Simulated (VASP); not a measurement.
Input of a VASP 6.6.1 run:

File INCAR:

```
SYSTEM = CuO
PREC     = Accurate       ! precision mode
ENCUT    = 700            ! plane-wave cutoff, eV
EDIFF    = 1E-6           ! SCF threshold, eV
ISMEAR   = 0              ! smearing method
SIGMA    = 0.05           ! smearing width, eV
LREAL    = .False.        ! projectors in reciprocal space
LASPH    = .True.         ! aspherical terms in the spheres
NELM     = 200            ! most SCF steps
ALGO     = Normal         ! electronic algorithm
ISIF     = 2              ! what is computed and relaxed
LWAVE    = .False.        ! write WAVECAR
LCHARG   = .True.         ! write CHGCAR
ISPIN    = 2              ! spin polarisation
MAGMOM   = 0.4 0.63       ! initial moments
LORBIT   = 11             ! projections on sites
LMAXMIX  = 4              ! l up to which the mixer works
LDAU     = .True.         ! DFT+U
LDAUTYPE = 2            
LDAUL    = 2 -1           ! shell
LDAUU    = 4 0            ! U, eV
LDAUJ    = 0 0          
LDAUPRINT= 1            
GGA      = PS             ! functional
LELF     = .True.         ! ELF
LVHAR    = .True.       
NBANDS   = 24             ! bands
GGA_COMPAT= .False.
```

File KPOINTS:

```
Automatic mesh
0
Gamma
  7 7 7
  0 0 0
```

Contents of POSCAR:

```
CuO
1.0
    2.5525506100      0.0000000000      0.0000000000
    0.0000000000      2.5525506100      0.0000000000
    0.0000000000      0.0000000000      2.5525506100
Cu O
1 1
Direct
    0.0000000000      0.0000000000      0.0000000000
    0.5000000000      0.5000000000      0.5000000000
```

Potentials or basis: VASP PAW PBE potentials, release 64 (Cu_sv_GW, O).

Launch:

```bash
$ cat potpaw_PBE.64/Cu_sv_GW/POTCAR potpaw_PBE.64/O/POTCAR > POTCAR
$ mpirun -np 1 vasp_std > vasp.out
```

Problem. Predict the site moments.

Solution. Cu +0.45; O +0.53 μB.

Problem. Estimate the pressure.

Solution. 7.1 GPa.

Eigenvalues of the final occupation matrices:
```
    site  spin  trace               eigenvalues
site 1 d     1   4.76  0.93 0.93 0.96 0.96 0.96
site 1 d     2   4.29  0.81 0.81 0.81 0.93 0.93
```

Caveat: the PAW data sets were made with another functional, which shifts forces and pressure a little; a cell with one magnetic atom can't hold antiferromagnetic order, which such compounds often take. The state reached can hang on the start; a lower one may exist.
